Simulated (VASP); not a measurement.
# Si (a cell with a defect): relaxation of the atoms with LDA

Si (a cell with a defect):

```xyz
17
Lattice="0.0000 5.4300 5.4300 5.4300 0.0000 5.4300 5.4300 5.4300 0.0000" Properties=species:S:1:pos:R:3 pbc="T T T"
Si    0.0000    0.0000    0.0000
Si    1.3575    1.3575    1.3575
Si    2.7150    2.7150    0.0000
Si    4.0725    4.0725    1.3575
Si    2.7150    0.0000    2.7150
Si    4.0725    1.3575    4.0725
Si    5.4300    2.7150    2.7150
Si    6.7875    4.0725    4.0725
Si    0.0000    2.7150    2.7150
Si    1.3575    4.0725    4.0725
Si    2.7150    5.4300    2.7150
Si    4.0725    6.7875    4.0725
Si    2.7150    2.7150    5.4300
Si    4.0725    4.0725    6.7875
Si    5.4300    5.4300    5.4300
Si    6.7875    6.7875    6.7875
Si    5.4840    5.3932    2.7336
```

- Program: VASP 6.6.1
- Task: relaxation of the atoms
- Functional: LDA
- Potentials or basis: VASP PAW LDA potentials, release 64 (Si)
- Cutoff: 520 eV
- k mesh: 2 × 2 × 2
- Occupations: fermi-dirac, width 0.02 eV
- Spin: no spin polarisation
- Dipole correction: no
- Further INCAR settings: LREAL = Auto; ALGO = Normal; EDIFF = 1e-07; IBRION = 2; EDIFFG = -0.03; NSW = 80

| Quantity | Value |
| --- | --- |
| Energy gained by relaxing | 7.3 meV/atom |
| Ionic steps | 7 |
| Pressure after relaxing | 1.7 GPa |
| Largest force after relaxing | 0.027 eV/Å |
| Band gap on the k mesh | zero (bands 34 and 35 overlap by 0.24 eV) |

Forces on the atoms (eV/Å):
```
Si  -0.002  0.007  0.008
Si   0.018  0.001 -0.005
Si  -0.009  0.004  0.001
Si  -0.002 -0.017 -0.009
Si  -0.009 -0.007  0.008
Si   0.004 -0.006 -0.009
Si   0.009  0.008  0.011
Si   0.002  0.002 -0.006
Si   0.003 -0.007 -0.009
Si   0.002 -0.004  0.005
Si   0.007  0.000 -0.006
Si  -0.005  0.008  0.017
Si  -0.004  0.003 -0.002
Si   0.001  0.007  0.005
Si   0.012 -0.014 -0.007
Si  -0.005  0.000  0.003
Si  -0.022  0.014 -0.005
```

Step by step:
| step | energy change (eV) | largest force (eV/Å) | pressure (GPa) |
| --- | --- | --- | --- |
| 1 | 0.0000 | 1.1927 | 2.21 |
| 2 | -0.1171 | 0.1856 | 1.77 |
| 3 | -0.1181 | 0.2523 | 1.73 |
| 4 | -0.1227 | 0.0823 | 1.72 |
| 5 | -0.1228 | 0.0878 | 1.72 |
| 6 | -0.1237 | 0.0501 | 1.73 |
| 7 | -0.1239 | 0.0267 | 1.74 |

Final structure:
```cif
data_structure
_symmetry_space_group_name_H-M 'P 1'
_symmetry_Int_Tables_number 1
_cell_length_a 7.6792
_cell_length_b 7.6792
_cell_length_c 7.6792
_cell_angle_alpha 60.000
_cell_angle_beta 60.000
_cell_angle_gamma 60.000
_cell_volume 320.21
loop_
_atom_site_label
_atom_site_type_symbol
_atom_site_fract_x
_atom_site_fract_y
_atom_site_fract_z
_atom_site_occupancy
Si1 Si 0.99682 0.99697 0.00314 1
Si2 Si 0.12315 0.12301 0.13072 1
Si3 Si 0.99838 0.00242 0.49999 1
Si4 Si 0.12340 0.12328 0.62333 1
Si5 Si 0.99674 0.50343 0.00308 1
Si6 Si 0.12663 0.62460 0.12442 1
Si7 Si 0.99677 0.50342 0.49682 1
Si8 Si 0.12234 0.63316 0.62223 1
Si9 Si 0.50297 0.99701 0.00313 1
Si10 Si 0.62450 0.12628 0.12464 1
Si11 Si 0.50297 0.99703 0.49694 1
Si12 Si 0.62922 0.12356 0.62360 1
Si13 Si 0.50006 0.49992 0.99999 1
Si14 Si 0.62433 0.62465 0.12448 1
Si15 Si 0.50291 0.50341 0.49686 1
Si16 Si 0.62438 0.62468 0.62648 1
Si17 Si 0.24780 0.25323 0.75002 1
```

Levels at points of the mesh, in eV from the Fermi level:
| k point | band 32 | band 33 | band 34 | band 35 | band 36 | band 37 |
| --- | --- | --- | --- | --- | --- | --- |
| (0.00, 0.00, 0.00) | -0.76 | -0.76 | -0.23 | -0.23 | -0.21 | 0.06 |
| (0.50, 0.00, 0.00) | -1.36 | -1.36 | -0.34 | 0.53 | 0.54 | 0.88 |
| (0.00, 0.50, 0.00) | -1.36 | -1.36 | -0.34 | 0.54 | 0.55 | 0.88 |
| (0.00, 0.00, 0.50) | -1.36 | -1.36 | -0.34 | 0.53 | 0.55 | 0.88 |
| (0.50, 0.50, 0.50) | -1.36 | -1.36 | -0.34 | 0.52 | 0.55 | 0.88 |
| (0.50, 0.50, 0.00) | -1.81 | -0.97 | 0.02 | 0.72 | 1.03 | 1.03 |
| (0.00, 0.50, 0.50) | -1.81 | -0.97 | 0.02 | 0.72 | 1.03 | 1.04 |
| (0.50, 0.00, 0.50) | -1.81 | -0.97 | 0.02 | 0.72 | 1.03 | 1.04 |

Run time: 23 min on 1 thread of Oxide Virtual Turin-like Processor, on a shared host, peak memory 0.35 GiB.

Caveat: the k points lie up to 0.50 Å⁻¹ apart.
